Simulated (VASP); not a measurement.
Here is a VASP 6.6.1 calculation.

File INCAR:

```
PREC     = Accurate       # precision mode
ENCUT    = 600            # plane-wave cutoff, eV
EDIFF    = 1E-6           # SCF threshold, eV
ISMEAR   = 0              # smearing method
SIGMA    = 0.1            # smearing width, eV
LREAL    = F              # projectors in reciprocal space
LASPH    = T              # aspherical terms in the spheres
NELM     = 120            # most SCF steps
ALGO     = Normal         # electronic algorithm
ISIF     = 2              # what is computed and relaxed
LWAVE    = F              # write WAVECAR
LCHARG   = T              # write CHGCAR
GGA      = PE             # functional
LELF     = T              # ELF
LVHAR    = T            
NBANDS   = 34             # bands
GGA_COMPAT= F
```

KPOINTS

```
regular mesh
0
Gamma
  6 6 1
```

POSCAR

```
Al3BN2
1.0
    2.8722949601      0.0000000000      0.0000000000
   -1.4361474800      2.4874804026      0.0000000000
    0.0000000000      0.0000000000     15.7324757143
Al B N
6 2 4
Direct
    0.3333333333      0.6666666667      0.3499646810
    0.6666666667      0.3333333333      0.6500353190
    0.0000000000      0.0000000000      0.5000000000
    0.3333333333      0.6666666667      0.1500353190
    0.6666666667      0.3333333333      0.8499646810
    0.0000000000      0.0000000000      0.0000000000
    0.0000000000      0.0000000000      0.2500000000
    0.0000000000      0.0000000000      0.7500000000
    0.6666666667      0.3333333333      0.4254694004
    0.3333333333      0.6666666667      0.5745305996
    0.6666666667      0.3333333333      0.0745305996
    0.3333333333      0.6666666667      0.9254694004
```

Potentials or basis: VASP PAW PBE potentials, release 64 (Al, B, N).

Launch:

```console
$ cat potpaw_PBE.64/Al/POTCAR potpaw_PBE.64/B/POTCAR potpaw_PBE.64/N/POTCAR > POTCAR
$ mpirun -np 1 vasp_std > vasp.out
```

Question: Estimate the band gap on the k mesh.

Answer: Zero (bands 22 and 23 overlap by 6.35 eV).

Question: Estimate the pressure.

Answer: -0.2 GPa.

Forces in eV/Å, atoms in the order of the input:
```
Al   0.000  0.000 -0.051
Al   0.000  0.000  0.051
Al   0.000  0.000  0.000
Al   0.000  0.000  0.051
Al   0.000  0.000 -0.051
Al   0.000  0.000  0.000
B    0.000  0.000  0.000
B    0.000  0.000  0.000
N    0.000  0.000 -0.012
N    0.000  0.000  0.012
N    0.000  0.000  0.012
N    0.000  0.000 -0.012
```

Caveat: the k points lie up to 0.42 Å⁻¹ apart, too coarse for converged energies and pressures of a metal.
